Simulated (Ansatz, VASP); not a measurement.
# Cu in VASP and in Ansatz

```
CELL_PARAMETERS angstrom
-2.51954 0.00000 0.00000
-1.25977 -2.18199 0.00000
0.00000 0.00000 16.86599
ATOMIC_POSITIONS crystal
Cu 0.00000 0.00000 0.91527
Cu 0.00000 0.00000 0.42712
Cu 0.33333 0.33333 0.06102
Cu 0.33333 0.33333 0.54916
Cu 0.00000 0.00000 0.18305
Cu 0.00000 0.00000 0.67120
Cu 0.66667 0.66667 0.30509
Cu 0.66667 0.66667 0.79323
```

Alike in both runs: task single point; functional PBEsol; k mesh 17 × 17 × 3; occupations gaussian, width 0.15 eV; no spin polarisation.

|  | VASP | Ansatz |
| --- | --- | --- |
| version | VASP 6.6.1 | Ansatz 0.2.0 |
| potentials or method | VASP PAW PBE potentials, release 64 (Cu), cutoff 520 eV | scalar-relativistic, plane waves, PAW |
| valence electrons in the cell | 88 | 152 |

```tsv
	VASP	Ansatz	Ansatz less VASP
gap on the k mesh at the Fermi level (eV)	none	none	-
pressure (GPa)	-1.6	-2.3	-0.74
traceless stress, the component that is largest in VASP (GPa)	-0.94	-0.94	+0.006
rms of the force components (eV/Å)	0.222	0.219	-0.0024
```

VASP's potentials were made for PBE, not for PBEsol, and Ansatz warns of the same on its side. Atom by atom the forces differ by 0.002 eV/Å (rms over components). A gap of «none» marks a metal or a gap that the smearing closes. VASP's potentials hold 88 valence electrons a cell and Ansatz's 152, so a difference there can come from the potentials and not from the codes.
